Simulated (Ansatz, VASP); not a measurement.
**One calculation of CaSe, two programs**

Contents of POSCAR:

```
CaSe
1.0
    0.0000000000      2.9361604760      2.9361604760
    2.9361604760      0.0000000000      2.9361604760
    2.9361604760      2.9361604760      0.0000000000
Se Ca
1 1
Direct
    0.5000000000      0.5000000000      0.5000000000
    0.0000000000      0.0000000000      0.0000000000
```

Contents of INCAR.step1:

```
  ALGO = Normal
  EDIFF = 1E-4
  ENCUT = 520
  GGA = PE
  ISMEAR = -1
  LASPH = True
  LCHARG = False
  LREAL = False
  LWAVE = True
  NBANDS = 15
  NELM = 80
  PREC = Accurate
  SIGMA = 0.05
```

The input INCAR.step2:

```
  ALGO = Normal
  EDIFF = 1E-6
  ENCUT = 520
  ISIF = 2
  ISMEAR = -1
  ISTART = 1
  LASPH = True
  LCHARG = False
  LMIXTAU = True
  LREAL = False
  LWAVE = False
  METAGGA = R2SCAN
  NBANDS = 15
  NELM = 80
  PREC = Accurate
  SIGMA = 0.05
```

KPOINTS

```
k-points
0
Gamma
  8 8 8
```

input.yaml

```yaml
crystal:
  lattice:
    - [0.0, 2.936160476, 2.936160476]
    - [2.936160476, 0.0, 2.936160476]
    - [2.936160476, 2.936160476, 0.0]
  atoms:
    - { symbol: Se, position: [0.5, 0.5, 0.5] }
    - { symbol: Ca, position: [0.0, 0.0, 0.0] }
hamiltonian:
  xc: r2scan
  pseudopotentials: { kind: paw }
kpoints:
  mp_grid: { grid: [8, 8, 8] }
scf:
  occupations: { method: fermi_dirac, width: 0.05 }
output:
  forces: true
  stress: true
  eigenvalues: true
```

Alike in both runs: task single point; functional r2SCAN; k mesh 8 × 8 × 8; occupations fermi-dirac, width 0.05 eV; no spin polarisation.

```csv
,VASP,Ansatz
version,VASP 6.6.1,Ansatz 0.2.0
potentials or method,"VASP PAW PBE potentials, release 64 (Se, Ca_sv)",Ansatz PAW
plane-wave cutoff (eV),520,500
valence electrons in the cell,16,26
```

VASP gave:

| Item | Value |
| --- | --- |
| gap on the k mesh at the Fermi level (eV) | 2.44 |
| least direct gap on the mesh (eV) | 3.41 |
| pressure (GPa) | 2.0 |

**Question.** Which values does Ansatz return?

**Answer.** gap on the k mesh at the Fermi level (eV): 2.44; least direct gap on the mesh (eV): 3.41; pressure (GPa): 1.8.

VASP's potentials were made for PBE, not for r2SCAN. The functional is the same, so the differences come from potentials, cutoffs and numerics. VASP's potentials hold 16 valence electrons a cell and Ansatz's 26, so a difference there can come from the potentials and not from the codes.
